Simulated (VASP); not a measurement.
Here is a VASP 6.6.1 calculation.

Contents of INCAR:

```
PREC = Accurate ; ENCUT = 520
EDIFF = 1E-8 ; ISMEAR = -1
SIGMA = 0.05 ; LREAL = F
LASPH = T ; NELM = 80
ALGO = Normal ; ISIF = 2
LWAVE = F ; LCHARG = F
GGA = PE ; IBRION = 8
NSW = 1
```

Contents of KPOINTS:

```
Automatic mesh
0
Gamma
  10 10 10
```

File POSCAR:

```
GaN
1.0
    0.0000000000      2.2535006075      2.2535006075
    2.2535006075      0.0000000000      2.2535006075
    2.2535006075      2.2535006075      0.0000000000
Ga N
1 1
Direct
    0.0000000000      0.0000000000      0.0000000000
    0.2500000000      0.2500000000      0.2500000000
```

Potentials or basis: VASP PAW PBE potentials, release 64 (Ga_d, N).

Command:

```console
$ cat potpaw_PBE.64/Ga_d/POTCAR potpaw_PBE.64/N/POTCAR > POTCAR
$ mpirun -np 1 vasp_std > vasp.out
```

Q: Predict the highest phonon frequency at Γ, LO-TO splitting left out.

A: 535 cm⁻¹.

Phonon frequencies in cm⁻¹ (negative: imaginary):
```tsv
q point	frequencies
(0.000, 0.000, 0.000)	0 0 0 535 535 535
```

Caveat: the cell stands under pressure or tension, which shifts response properties.
